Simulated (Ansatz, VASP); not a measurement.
One calculation of Cu3Sn2, two programs

```
Cu Sn
1.0
     4.65730    0.00000    0.00000
    -2.32865    4.03334    0.00000
     0.00000    0.00000    5.90032
Cu Sn
3 2
Direct
  0.33333 0.66667 0.00000
  0.66667 0.33333 0.00000
  0.00000 0.00000 0.00000
  0.33333 0.66667 0.50000
  0.66667 0.33333 0.50000
```

Alike in both runs: task single point; functional PBE; k mesh 6 × 6 × 4; occupations gaussian, width 0.1 eV; no spin polarisation.

```csv
,VASP,Ansatz
version,VASP 6.6.1,Ansatz 0.2.0
potentials or method,"VASP PAW PBE potentials, release 64 (Cu, Sn_d), cutoff 520 eV","scalar-relativistic, plane waves, PAW"
valence electrons in the cell,61,85
```

VASP gave:

- gap on the k mesh at the Fermi level (eV): none
- pressure (GPa): -2.4
- traceless stress, the component that is largest in VASP (GPa): -2.54

Question: What did Ansatz give for the same quantities?

Answer: gap on the k mesh at the Fermi level (eV): none; pressure (GPa): -2.5; traceless stress, the component that is largest in VASP (GPa): -2.48.

A gap of «none» marks a metal or a gap that the smearing closes. VASP's potentials hold 61 valence electrons a cell and Ansatz's 85, so a difference there can come from the potentials and not from the codes.
